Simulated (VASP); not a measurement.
Input of a VASP 6.6.1 run:

POSCAR

```
Co
1.0
    2.5200972405      0.0000000000      0.0000000000
   -1.2600481137      2.1824679481      0.0000000000
    0.0000000000      0.0000000000      4.1167604739
Co
2
Direct
    0.6666666667      0.3333333333      0.2598610000
    0.3333333333      0.6666666667      0.7401390000
```

Contents of INCAR.step1:

```
PREC = Accurate
ENCUT = 520
ISMEAR = -1
SIGMA = 0.1
LREAL = False
LASPH = True
NELM = 150
ISPIN = 2
MAGMOM = 3.2 -3.2
LMAXMIX = 4
NBANDS = 20
GGA = PE
ALGO = Normal
EDIFF = 1E-4
LWAVE = True
LCHARG = False
```

The input INCAR.step2:

```
PREC = Accurate
ENCUT = 520
EDIFF = 1E-7
ISMEAR = -1
SIGMA = 0.1
LREAL = False
LASPH = True
NELM = 150
ALGO = Normal
ISIF = 2
LWAVE = False
LCHARG = False
ISPIN = 2
MAGMOM = 3.2 -3.2
LORBIT = 11
LMAXMIX = 4
METAGGA = R2SCAN
LMIXTAU = True
NBANDS = 20
ISTART = 1
```

The input KPOINTS:

```
regular mesh
0
Gamma
  13 13 7
```

Potentials or basis: VASP PAW PBE potentials, release 64 (Co).

Run with:

```bash
$ cat potpaw_PBE.64/Co/POTCAR > POTCAR
$ cp INCAR.step1 INCAR
$ mpirun -np 1 vasp_std > vasp.out
$ cp INCAR.step2 INCAR
$ mpirun -np 1 vasp_std > vasp.out
```

(1) What does it give for the band gap on the k mesh?

(2) Estimate the site moments.

(3) What does it give for the largest force?

(4) What does it give for the net moment?

## Answers

(1) zero (filled and empty bands overlap).

(2) Co +1.82, -1.82 μB.

(3) 0.863 eV/Å.

(4) 0.00 μB per cell.

Caveat: the cell stands under tension; the PAW data sets were made with another functional, which shifts forces and pressure a little.
